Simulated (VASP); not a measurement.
# Mn (P6/mmm) in VASP: single point with PBE

Aim: the single point of Mn with PBE.

Everything below comes from runs of VASP 6.6.1. Logs are shortened: lines on timing, memory, paths and dates and some standing lists are left out, and cuts for length are marked.

## (1) The cell of the first run

It takes space group P6/mmm (No. 191, hexagonal). The conventional cell has a = 2.283 Å, b = 2.283 Å, c = 1.981 Å, α = 90.00°, β = 90.00°, γ = 120.00°. Mn (site symmetry 6/mmm) has 8 Mn at 1.98 to 2.28 Å within 2.6 Å.

This isn't the form of Mn at room conditions, which is a 58-atom cubic cell.

## (2) Single point, PBE, collinear spin, ferromagnetic start

INCAR reads:

```
SYSTEM = Mn
  PREC = Accurate
  ENCUT = 680
  EDIFF = 1E-6
  ISMEAR = -1
  SIGMA = 0.08
  LREAL = .False.
  LASPH = .True.
  NELM = 200
  ALGO = Normal
  ISIF = 2
  LWAVE = .False.
  LCHARG = .True.
  ISPIN = 2
  MAGMOM = 3
  LORBIT = 11
  LMAXMIX = 4
  GGA = PE
  LELF = .True.
  LVHAR = .True.
  NBANDS = 18
  GGA_COMPAT = .False.
```

KPOINTS reads:

```
Automatic mesh
0
Gamma
  19 19 18
  0 0 0
```

POSCAR reads:

```
Mn
1.0
    2.2832697786      0.0000000000      0.0000000000
   -1.1416348893      1.9773696320      0.0000000000
    0.0000000000      0.0000000000      1.9813345967
Mn
1
Direct
    0.0000000000      0.0000000000      0.0000000000
```

Potentials or basis: VASP PAW PBE potentials, release 64 (Mn_sv).

Started as:

```console
$ cat potpaw_PBE.64/Mn_sv/POTCAR > POTCAR
$ mpirun -np 1 vasp_std > vasp.out
```

OUTCAR:

```text
SYSTEM = Mn
   PREC = Accurate
   ENCUT = 680
   EDIFF = 1E-6
   ISMEAR = -1
   LREAL = .False.
   LASPH = .True.
   NELM = 200
   ISIF = 2
   ISPIN = 2
   LORBIT = 11
   GGA = PE

 ion  position               nearest neighbor table
   1  0.000  0.000  0.000-

  LATTYP: Found a hexagonal cell.
 ALAT       =     2.2832697786
 C/A-ratio  =     0.8677619330

  Lattice vectors:

 A1 = (   2.2832697786,   0.0000000000,   0.0000000000)
 A2 = (  -1.1416348893,   1.9773696320,   0.0000000000)
 A3 = (   0.0000000000,   0.0000000000,   1.9813345967)

Analysis of symmetry for initial positions (statically):
=====================================================================
 Subroutine PRICEL returns:
 Original cell was already a primitive cell.

 Routine SETGRP: Setting up the symmetry group for a
 hexagonal supercell.

 Subroutine GETGRP returns: Found 24 space group operations
 (whereof 24 operations were pure point group operations)
 out of a pool of 24 trial point group operations.

The static configuration has the point symmetry D_6h.

Analysis of symmetry for dynamics (positions and initial velocities):
=====================================================================
 Subroutine PRICEL returns:
 Original cell was already a primitive cell.

 Routine SETGRP: Setting up the symmetry group for a
 hexagonal supercell.

 Subroutine GETGRP returns: Found 24 space group operations
 (whereof 24 operations were pure point group operations)
 out of a pool of 24 trial point group operations.

The dynamic configuration has the point symmetry D_6h.

Analysis of structural, dynamic, and magnetic symmetry:
=====================================================================
 Subroutine PRICEL returns:
 Original cell was already a primitive cell.

 Routine SETGRP: Setting up the symmetry group for a
 hexagonal supercell.

 Subroutine GETGRP returns: Found 24 space group operations
 (whereof 24 operations were pure point group operations)
 out of a pool of 24 trial point group operations.

The overall configuration has the point symmetry D_6h.

 Subroutine INISYM returns: Found 24 space group operations
 (whereof 24 operations are pure point group operations),
 and found     1 'primitive' translations

----------------------------------------------------------------------------------------

                                     Primitive cell

  volume of cell :       8.9455

  direct lattice vectors                    reciprocal lattice vectors
     2.283269779  0.000000000  0.000000000     0.437968395  0.252861171  0.000000000
    -1.141634889  1.977369632  0.000000000     0.000000000  0.505722341  0.000000000
     0.000000000  0.000000000  1.981334597     0.000000000  0.000000000  0.504710311

  length of vectors
     2.283269779  2.283269779  1.981334597     0.505722341  0.505722341  0.504710311

  position of ions in fractional coordinates (direct lattice)
     0.000000000  0.000000000  0.000000000

  ion indices of the primitive-cell ions
   primitive index   ion index
                 1           1

----------------------------------------------------------------------------------------

 KPOINTS: Automatic mesh

Automatic generation of k-mesh.
 Grid dimensions read from file:
 generate k-points for:   19   19   18

 Generating k-lattice:

  Cartesian coordinates                     Fractional coordinates (reciprocal lattice)
     0.023050968  0.013308483  0.000000000     0.052631579 -0.000000000  0.000000000
     0.000000000  0.026616965  0.000000000     0.000000000  0.052631579  0.000000000
     0.000000000  0.000000000  0.028039462     0.000000000  0.000000000  0.055555556

  Length of vectors
     0.026616965  0.026616965  0.028039462

  Shift w.r.t. Gamma in fractional coordinates (k-lattice)
     0.000000000  0.000000000  0.000000000

 Subroutine IBZKPT returns following result:
 ===========================================

 Found    400 irreducible k-points:

 Following reciprocal coordinates:
            Coordinates               Weight
  0.000000  0.000000  0.000000      1.000000
  0.052632  0.000000  0.000000      6.000000
  0.105263  0.000000  0.000000      6.000000
  0.157895 -0.000000  0.000000      6.000000
  0.210526  0.000000  0.000000      6.000000
  0.263158 -0.000000  0.000000      6.000000
[... 16 lines left out ...]
  0.263158  0.105263  0.000000     12.000000
  0.315789  0.105263  0.000000     12.000000
 [... further k-points ...]
   k-points           NKPTS =    400   k-points in BZ     NKDIM =    400   number of bands    NBANDS=     18
   number of dos      NEDOS =    301   number of ions     NIONS =      1
   total plane-waves  NPLWV =   7200
   dimension x,y,z NGX =    20 NGY =   20 NGZ =   18
   dimension x,y,z NGXF=    40 NGYF=   40 NGZF=   36
   ions per type =               1
   NGX,Y,Z   is equivalent  to a cutoff of  14.56, 14.56, 15.10 a.u.
   NGXF,Y,Z  is equivalent  to a cutoff of  29.12, 29.12, 30.21 a.u.
 SYSTEM =  Mn
   PREC   = accura    normal or accurate (medium, high low for compatibility)
   ISTART =      0    job   : 0-new  1-cont  2-samecut
   ICHARG =      2    charge: 1-file 2-atom 10-const
   ISPIN  =      2    spin polarized calculation?
   LNONCOLLINEAR =      F non collinear calculations
   LSORBIT =      F    spin-orbit coupling
   LASPH  =      T    aspherical Exc in radial PAW
   ENCUT  =  680.0 eV  49.98 Ry    7.07 a.u.   4.85  4.85  4.21*2*pi/ulx,y,z
   NELM   =    200;   NELMIN=  2; NELMDL= -5     # of ELM steps
   EDIFF  = 0.1E-05   stopping-criterion for ELM
   LREAL  =      F    real-space projection
   EDIFFG = 0.1E-04   stopping-criterion for IOM
   NSW    =      0    number of steps for IOM
   IBRION =     -1    ionic relax: 0-MD 1-quasi-New 2-CG
   NFREE  =      0    steps in history (QN), initial steepest desc. (CG)
   ISIF   =      2    stress and relaxation
   ISYM   =      2    0-nonsym 1-usesym 2-fastsym
   POTIM  = 0.5000    time-step for ionic-motion
   TEBEG  =    0.0;   TEEND  =   0.0 temperature during run
   PSTRESS=    0.0 pullay stress
   NELECT =      15.0000    total number of electrons
   NUPDOWN=      -1.0000    fix difference up-down
   EMIN   =  10.00;   EMAX   =-10.00  energy-range for DOS
   EFERMI =   0.00;   METHOD = LEGACY
   ISMEAR =    -1;   SIGMA  =   0.08  broadening in eV -4-tet -1-fermi 0-gaus
   EFERMI_NEDOS =   21; number of points for ismear=-14 and -15
   IALGO  =     38    algorithm
   IMIX   =      4    mixing-type and parameters
     AMIX     =   0.40;   BMIX     =  1.00
     AMIX_MAG =   1.60;   BMIX_MAG =  1.00
  volume/ion in A,a.u.               =       8.95        60.37
  Fermi-wavevector in a.u.,A,eV,Ry     =   1.944931  3.675387 51.467547  3.782758
  Thomas-Fermi vector in A             =   2.973761
   LORBIT       =     11    0 simple, 1 ext, 2 COOP (PROOUT), +10 PAW based schemes
   GGA     = PE    functional components
   LHFCALC =     F    Hartree Fock is set to
   AEXX    =    0.0000 exact exchange contribution
   IVDW    =     0    specifies the selected vdW correction
   LEPSILON=     F    determine dielectric tensor
   LRPA    =     F    only Hartree local field effects (RPA)
 spin polarized calculation
  energy-cutoff  :      680.00
  volume of cell :        8.95
 maximum number of plane-waves:       375
 NGX is ok and might be reduce to    20
   NGX =  9   NGY =  9   NGZ =  9

 number of electron      15.0000008 magnetization       0.0002117

 number of electron      15.0000008 magnetization      -0.0000829

 Free energy of the ion-electron system (eV)
  ---------------------------------------------------
  ext. energy  EPLUGINS =         0.00000000
  ---------------------------------------------------
  free energy    TOTEN  =        -7.91388236 eV

  energy without entropy =       -7.88829761  energy(sigma->0) =       -7.90108998

 E-fermi :  17.8905     XC(G=0): -15.2004

 val. band max:       17.8840861649   @ k =   0.1053   0.1053   0.3333
 cond. band min:      17.8914222721   @ k =   0.2105   0.0526   0.2222
 fundamental gap:      0.0073361072
 Fermi energy:        17.8905364569

 spin component 1

 k-point     1 :       0.0000    0.0000    0.0000
  band No.  band energies     occupation
      1     -62.0553      1.00000
      2     -29.8714      1.00000
      3     -29.8714      1.00000
      4     -29.3962      1.00000
      5       8.4634      1.00000
      6      12.4765      1.00000
[... 10 lines left out ...]
     17      51.2934      0.00000
     18      62.8316      0.00000

 k-point     2 :       0.0526    0.0000    0.0000
  band No.  band energies     occupation
      1     -62.0478      1.00000
      2     -29.9090      1.00000
      3     -29.8797      1.00000
      4     -29.3929      1.00000
      5       8.5940      1.00000
      6      12.5122      1.00000
[... 10 lines left out ...]
     17      51.2649      0.00000
     18      63.2835      0.00000
[... 442 lines left out ...]
 k-point    24 :       0.3158    0.1053    0.0000
  band No.  band energies     occupation
      1     -61.8106      1.00000
      2     -30.9736      1.00000
      3     -30.2029      1.00000
      4     -29.2874      1.00000
      5      12.2644      1.00000
      6      13.3022      1.00000
[... 10 lines left out ...]
     17      60.0067      0.00000
     18      62.7210      0.00000

 [... further k-points ...]

 spin component 2

 k-point     1 :       0.0000    0.0000    0.0000
  band No.  band energies     occupation
      1     -62.0554      1.00000
      2     -29.8716      1.00000
      3     -29.8716      1.00000
      4     -29.3963      1.00000
      5       8.4633      1.00000
      6      12.4764      1.00000
[... 10 lines left out ...]
     17      51.2932      0.00000
     18      62.8315      0.00000

 k-point     2 :       0.0526    0.0000    0.0000
  band No.  band energies     occupation
      1     -62.0480      1.00000
      2     -29.9092      1.00000
      3     -29.8799      1.00000
      4     -29.3930      1.00000
      5       8.5939      1.00000
      6      12.5121      1.00000
[... 10 lines left out ...]
     17      51.2648      0.00000
     18      63.2835      0.00000
[... 442 lines left out ...]
 k-point    24 :       0.3158    0.1053    0.0000
  band No.  band energies     occupation
      1     -61.8108      1.00000
      2     -30.9737      1.00000
      3     -30.2030      1.00000
      4     -29.2875      1.00000
      5      12.2643      1.00000
      6      13.3021      1.00000
[... 10 lines left out ...]
     17      60.0067      0.00000
     18      62.7209      0.00000

 [... further k-points ...]

------------------------ aborting loop because EDIFF is reached ----------------------------------------

  FORCE on cell =-STRESS in cart. coord.  units (eV):
  Direction    XX          YY          ZZ          XY          YZ          ZX
  --------------------------------------------------------------------------------------
  -------------------------------------------------------------------------------------
  Total        5.2074691      5.2074691      5.2287134     -0.0000000      0.0000000      0.0000000
  in kB      932.6836670    932.6836670    936.4886270     -0.0000000      0.0000000      0.0000000
  external PRESSURE =     933.9519870 kB  Pullay stress =       0.0000000 kB

 VOLUME and BASIS-vectors are now :
 -----------------------------------------------------------------------------
  energy-cutoff  :      680.00
  volume of cell :        8.95
      direct lattice vectors                 reciprocal lattice vectors
     2.283269779  0.000000000  0.000000000     0.437968395  0.252861171  0.000000000
    -1.141634889  1.977369632  0.000000000     0.000000000  0.505722341  0.000000000
     0.000000000  0.000000000  1.981334597     0.000000000  0.000000000  0.504710311

 POSITION                                       TOTAL-FORCE (eV/Angst)
 -----------------------------------------------------------------------------------
      0.00000      0.00000      0.00000         0.000000      0.000000      0.000000
 -----------------------------------------------------------------------------------
    total drift:                               -0.000000     -0.000000     -0.000000

  FREE ENERGIE OF THE ION-ELECTRON SYSTEM (eV)
  ---------------------------------------------------
  free  energy   TOTEN  =        -7.9138823627 eV

  energy  without entropy=       -7.8882976071  energy(sigma->0) =       -7.90108998

 total charge

# of ion       s       p       d       tot
------------------------------------------
    1        2.305   6.108   5.022  13.435

 magnetization (x)

# of ion       s       p       d       tot
------------------------------------------
    1        0.000   0.000  -0.000  -0.000
```

Run time: 2.2 min. Hardware: 1 thread of AMD EPYC 7R13 (Zen 3), shared host; peak memory 0.21 GiB.

What came out:

```yaml
Free_energy: -7.9139 eV
Pressure: 93.4 GPa
Net_moment: 0.00 μB per cell
Valence_electrons_inside_the_program's_atomic_spheres: Mn 13.44
```

Caveat: atoms lie so close that the PAW spheres overlap strongly, which falsifies energies and pressures; the cell stands under pressure; the moments typed at the start vanished in this run.
